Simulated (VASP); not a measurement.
C, 2 atoms in the cell. It takes space group Fmmm (No. 69, orthorhombic). The conventional cell has a = 2.466 Å, b = 4.268 Å, c = 6.793 Å, α = 90.00°, β = 90.00°, γ = 90.00°. C (site symmetry m2m) has 3 C at 1.42 Å within 1.9 Å. 

* Program: VASP 6.6.1
* Task: phonons
* Functional: PBE
* Dispersion: D3(BJ)
* Potentials or basis: VASP PAW PBE potentials, release 64 (C)
* Cutoff: 520 eV
* k mesh: 18 × 18 × 18
* Occupations: gaussian, width 0.02 eV
* Spin: no spin polarisation
* Dipole correction: no
* Further INCAR settings: ALGO = Normal; EDIFF = 1e-08; IBRION = 6; POTIM = 0.015; NSW = 1

Potentials or basis: VASP PAW PBE potentials, release 64 (C).

Command:

```sh
$ cat potpaw_PBE.64/C/POTCAR > POTCAR
$ mpirun -np 1 vasp_std > vasp.out
```

Hardware: 1 thread of AMD EPYC 9R45 (Zen 5) (shared host).

Estimate the wall time of this run.

It took 8.6 min on 1 thread of AMD EPYC 9R45 (Zen 5), on a shared host, peak memory 0.45 GiB. Counts: scf iterations 60, k points 865.
